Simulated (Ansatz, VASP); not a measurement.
# Ir in VASP and in Ansatz

File INCAR:

```
PREC = Accurate
ENCUT = 520
EDIFF = 1E-6
ISMEAR = -1
SIGMA = 0.1
LREAL = F
LASPH = T
NELM = 100
ALGO = Normal
ISIF = 2
LWAVE = F
LCHARG = F
GGA = RP
NBANDS = 26
```

KPOINTS

```
Automatic mesh
0
Gamma
  15 15 4
```

Contents of POSCAR:

```
Ir
1.0
    2.7504968556      0.0000000000      0.0000000000
   -1.3752484278      2.3820001499      0.0000000000
    0.0000000000      0.0000000000      8.9853741662
Ir
4
Direct
    1.0000000000      1.0000000000      1.0000000000
    1.0000000000      1.0000000000      0.5000000000
    0.3333333333      0.6666666667      0.2500000000
    0.6666666667      0.3333333333      0.7500000000
```

Input for Ansatz:

```yaml
crystal:
  lattice:
    - [2.7504968556, 0.0, 0.0]
    - [-1.3752484278, 2.3820001499, 0.0]
    - [0.0, 0.0, 8.9853741662]
  atoms:
    - { symbol: Ir, position: [1.0, 1.0, 1.0] }
    - { symbol: Ir, position: [1.0, 1.0, 0.5] }
    - { symbol: Ir, position: [0.3333333333, 0.6666666667, 0.25] }
    - { symbol: Ir, position: [0.6666666667, 0.3333333333, 0.75] }
hamiltonian:
  xc: rpbe
  pseudopotentials:
    kind: paw
    azcp:
      Ir: "pseudopotentials/Ir.paw.azcp"
basis:
  ecutwfc: 420
  fft_grid_basis: typed
kpoints:
  mp_grid: { grid: [15, 15, 4], shift: [0, 0, 0] }
magnetization:
  spin_polarized: false
scf:
  occupations: { method: fermi_dirac, width: 0.1 }
  lower_state_search: "off"
output:
  stress: true
```

Alike in both runs: task single point; functional RPBE; k mesh 15 × 15 × 4; occupations fermi-dirac, width 0.1 eV; no spin polarisation.

|  | VASP | Ansatz |
| --- | --- | --- |
| version | VASP 6.6.1 | Ansatz 0.2.0 |
| potentials or method | VASP PAW PBE potentials, release 64 (Ir), cutoff 520 eV | plane waves (420 eV) with PAW, scalar-relativistic |
| valence electrons in the cell | 36 | 68 |

|  | VASP | Ansatz | Ansatz less VASP |
| --- | --- | --- | --- |
| pressure (GPa) | 0.2 | -0.1 | -0.33 |

VASP's potentials were made for PBE, not for RPBE. VASP's potentials hold 36 valence electrons a cell and Ansatz's 68, so a difference there can come from the potentials and not from the codes.

Spin-orbit coupling is off throughout.
